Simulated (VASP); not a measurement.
Input of a VASP 6.6.1 run:

INCAR

```
SYSTEM = TaN
ALGO     = Normal         ! electronic algorithm
EDIFF    = 1E-8           ! SCF threshold, eV
ENCUT    = 520            ! plane-wave cutoff, eV
GGA      = PS             ! functional
ISIF     = 2              ! what is computed and relaxed
ISMEAR   = -1             ! smearing method
LASPH    = .True.         ! aspherical terms in the spheres
LCHARG   = .False.        ! write CHGCAR
LEFG     = .True.       
LREAL    = .False.        ! projectors in reciprocal space
LWAVE    = .False.        ! write WAVECAR
NBANDS   = 15             ! bands
NELM     = 80             ! most SCF steps
PREC     = Accurate       ! precision mode
SIGMA    = 0.02           ! smearing width, eV
```

File KPOINTS:

```
k-points
0
Gamma
  9 9 9
  0 0 0
```

The input POSCAR:

```
TaN
1.0
    0.0000000000      2.1345181309      2.1345181309
    2.1345181309      0.0000000000      2.1345181309
    2.1345181309      2.1345181309      0.0000000000
Ta N
1 1
Direct
    0.5000000000      0.5000000000      0.5000000000
    0.0000000000      0.0000000000      0.0000000000
```

Potentials or basis: VASP PAW PBE potentials, release 64 (Ta_pv, N).

Run with:

```bash
$ cat potpaw_PBE.64/Ta_pv/POTCAR potpaw_PBE.64/N/POTCAR > POTCAR
$ mpirun -np 1 vasp_std > vasp.out
```

Problem. Estimate the band gap on the k mesh.

Solution. Zero (band 8 reaches 12.19 eV, above the bottom of band 9 at 8.02 eV).

Problem. What does it give for the pressure?

Solution. 32.5 GPa.

Caveat: without QUAD_EFG the Cq values of the log hold for a quadrupole moment of 1 mb, not for the nuclei; the PAW data sets were made with another functional, which shifts forces and pressure a little; spin-orbit coupling is left out, which moves the levels of the heavy elements.
